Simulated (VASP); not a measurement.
Input of a VASP 6.6.1 run:

INCAR

```
SYSTEM = La
PREC = Accurate ; ENCUT = 500
EDIFF = 1E-6 ; ISMEAR = 1
SIGMA = 0.025 ; LREAL = .FALSE.
LASPH = .TRUE. ; NELM = 200
ALGO = Normal ; ISIF = 2
LWAVE = .FALSE. ; LCHARG = .FALSE.
ISPIN = 2 ; MAGMOM = 1
LORBIT = 11 ; NUPDOWN = 1.0
LMAXMIX = 6 ; GGA = LIBXC
LIBXC1 = GGA_X_PBE ; LIBXC2 = LDA_C_PW
NBANDS = 16 ; GGA_COMPAT = .FALSE.
```

The input KPOINTS:

```
Automatic mesh
0
G
  9 9 9
  0 0 0
```

Contents of POSCAR:

```
La
1.0
    0.0000000000      2.6803132028      2.6803132028
    2.6803132028      0.0000000000      2.6803132028
    2.6803132028      2.6803132028      0.0000000000
La
1
Direct
    0.0000000000      0.0000000000      0.0000000000
```

Potentials or basis: VASP PAW PBE potentials, release 64 (La).

Launch:

```bash
$ cat potpaw_PBE.64/La/POTCAR > POTCAR
$ mpirun -np 1 vasp_std > vasp.out
```

Q: Predict the pressure.

A: 2.9 GPa.

Caveat: the PAW data sets were made with another functional, which shifts forces and pressure a little; the total moment is fixed, so each spin has its own Fermi level.
